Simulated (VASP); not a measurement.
Here is a VASP 6.6.1 calculation.

Contents of INCAR:

```
ALGO = Fast
EDIFF = 1E-7
ENCUT = 520
ISIF = 2
ISMEAR = -1
LASPH = T
LCHARG = F
LREAL = F
LWAVE = F
NBANDS = 18
NELM = 80
PREC = Accurate
SIGMA = 0.05
```

The input KPOINTS:

```
k-points
0
Gamma
  10 10 6
```

The input POSCAR:

```
Au
1.0
    2.8525392154      0.0000000000      0.0000000000
   -0.0131258315      2.8572914708      0.0000000000
   -1.1528656209     -1.2010102618      4.9888111224
Au
2
Direct
    0.6728620000      0.6659620000      0.2740550000
    0.3271380000      0.3340380000      0.7259450000
```

Potentials or basis: VASP PAW LDA potentials, release 64 (Au).

Run with:

```console
$ cat potpaw_LDA.64/Au/POTCAR > POTCAR
$ mpirun -np 1 vasp_std > vasp.out
```

(1) What does it give for the pressure?

(2) What does it give for the band gap on the k mesh?

(3) Predict the largest force.

Results:

(1) -14.8 GPa.

(2) zero (band 11 reaches 9.76 eV, above the bottom of band 12 at 4.81 eV).

(3) 0.191 eV/Å.

Caveat: spin-orbit coupling is left out, which moves the levels of the heavy elements.
